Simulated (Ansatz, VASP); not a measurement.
# CaO: VASP beside Ansatz

The input INCAR:

```
PREC     = Accurate       # precision mode
ENCUT    = 520            # plane-wave cutoff, eV
EDIFF    = 1E-7           # SCF threshold, eV
ISMEAR   = -1             # smearing method
SIGMA    = 0.02           # smearing width, eV
LREAL    = False          # projectors in reciprocal space
LASPH    = True           # aspherical terms in the spheres
NELM     = 60             # most SCF steps
ALGO     = Normal         # electronic algorithm
ISIF     = 2              # what is computed and relaxed
LWAVE    = False          # write WAVECAR
LCHARG   = False          # write CHGCAR
GGA      = PE             # functional
NBANDS   = 24             # bands
```

KPOINTS

```
Automatic mesh
0
Gamma
  12 12 6
```

File POSCAR:

```
CaO
1.0
    4.0797563428      0.0000000000      0.0000000000
   -2.0398781714      3.4476704080      0.0000000000
    0.0000000000      0.0000000000      4.7701151974
Ca O
2 2
Direct
    0.3313904615      0.6627809230      0.2500000000
    0.6686095385      0.3372190770      0.7500000000
    0.6681360384      0.3362720768      0.2500000000
    0.3318639616      0.6637279232      0.7500000000
```

Input for Ansatz:

```yaml
crystal:
  lattice:
    - [4.0797563428, 0.0, 0.0]
    - [-2.0398781714, 3.447670408, 0.0]
    - [0.0, 0.0, 4.7701151974]
  atoms:
    - { symbol: Ca, position: [0.3313904615, 0.662780923, 0.25] }
    - { symbol: Ca, position: [0.6686095385, 0.337219077, 0.75] }
    - { symbol: O, position: [0.6681360384, 0.3362720768, 0.25] }
    - { symbol: O, position: [0.3318639616, 0.6637279232, 0.75] }
kpoints:
  mp_grid: { grid: [12, 12, 6] }
  band_path:
    path:
      - [0.0, 0.0, 0.0]
      - [0.5, 0.0, 0.0]
      - [0.3333333333, 0.3333333333, 0.0]
      - [0.0, 0.0, 0.5]
      - [0.5, 0.0, 0.5]
      - [0.3333333333, 0.3333333333, 0.5]
    npoints: 1
hamiltonian:
  xc: pbe
scf:
  occupations: { method: fermi_dirac, width: 0.02 }
  n_extra_bands: 5
output:
  forces: true
  stress: true
  eigenvalues: true
```

Change from the starting cell: uniaxial_x strain +2.5%.

Alike in both runs: task single point; functional PBE; k mesh 12 × 12 × 6; occupations fermi-dirac, width 0.02 eV; no spin polarisation.

|  | VASP | Ansatz |
| --- | --- | --- |
| version | VASP 6.6.1 | Ansatz 0.2.0 |
| potentials or method | VASP PAW PBE potentials, release 64 (Ca_sv, O) | plane waves, PAW |
| plane-wave cutoff (eV) | 520 | 420 |
| valence electrons in the cell | 32 | 32 |

Ansatz gave:

```
gap on the k mesh at the Fermi level (eV)                     : 3.08
pressure (GPa)                                                : -0.3
traceless stress, the component that is largest in VASP (GPa) : 1.14
```

Q: Estimate VASP's values.

A: gap on the k mesh at the Fermi level (eV): 3.07; pressure (GPa): 0.2; traceless stress, the component that is largest in VASP (GPa): 1.21.

With one functional, cell and mesh, what is left measures potentials, basis and numerics.
